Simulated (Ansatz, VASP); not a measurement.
# Te2Mo: VASP beside Ansatz

Contents of INCAR:

```
PREC = Accurate
ENCUT = 520
EDIFF = 1E-7
ISMEAR = 0
SIGMA = 0.05
LREAL = False
LASPH = True
NELM = 80
ALGO = Normal
ISIF = 2
LWAVE = False
LCHARG = False
GGA = PE
NBANDS = 35
```

KPOINTS

```
regular mesh
0
Gamma
  18 18 4
```

POSCAR

```
Te2Mo
1.0
    3.5182000000      0.0000000000      0.0000000000
   -1.7591000000      3.0468505800      0.0000000000
    0.0000000000      0.0000000000     13.9736000000
Te Mo
4 2
Direct
    0.3333333300      0.6666666700      0.6210000000
    0.6666666700      0.3333333300      0.1210000000
    0.3333333300      0.6666666700      0.8790000000
    0.6666666700      0.3333333300      0.3790000000
    0.3333333300      0.6666666700      0.2500000000
    0.6666666700      0.3333333300      0.7500000000
```

Input for Ansatz:

```yaml
crystal:
  lattice:
    - [3.5182, 0.0, 0.0]
    - [-1.7591, 3.04685058, 0.0]
    - [0.0, 0.0, 13.9736]
  atoms:
    - { symbol: Te, position: [0.33333333, 0.66666667, 0.621] }
    - { symbol: Te, position: [0.66666667, 0.33333333, 0.121] }
    - { symbol: Te, position: [0.33333333, 0.66666667, 0.879] }
    - { symbol: Te, position: [0.66666667, 0.33333333, 0.379] }
    - { symbol: Mo, position: [0.33333333, 0.66666667, 0.25] }
    - { symbol: Mo, position: [0.66666667, 0.33333333, 0.75] }
basis:
  ecutwfc: 420
kpoints:
  mp_grid: { grid: [18, 18, 4] }
hamiltonian:
  xc: pbe
scf:
  occupations: { method: gaussian, width: 0.05 }
output:
  forces: true
  eigenvalues: true
  eigenstates:
    nscf_kmesh: { grid: [36, 36, 8] }
    top_band: c6
    de_dk: true
    localisation: true
  stress: true
checkpoint:
  write: ck
  compress: false
  write_wavefunctions: false
  write_every: 100000
```

Alike in both runs: task single point; functional PBE; k mesh 18 × 18 × 4; occupations gaussian, width 0.05 eV; no spin polarisation.

|  | VASP | Ansatz |
| --- | --- | --- |
| version | VASP 6.6.1 | Ansatz 0.2.0 |
| potentials or method | VASP PAW PBE potentials, release 64 (Te, Mo_sv), cutoff 520 eV | scalar-relativistic, plane waves, PAW |
| valence electrons in the cell | 52 | 92 |

Ansatz gave:

- gap on the k mesh at the Fermi level (eV): 0.73
- pressure (GPa): 2.9
- traceless stress, the component that is largest in VASP (GPa): 0.45
- rms of the force components (eV/Å): 0.083

**Question.** Estimate VASP's values.

**Answer.** gap on the k mesh at the Fermi level (eV): 0.72; pressure (GPa): 2.9; traceless stress, the component that is largest in VASP (GPa): 0.51; rms of the force components (eV/Å): 0.089.

Atom by atom the forces differ by 0.007 eV/Å (rms over components). VASP's potentials hold 52 valence electrons a cell and Ansatz's 92, so a difference there can come from the potentials and not from the codes.

Spin-orbit coupling is off throughout.
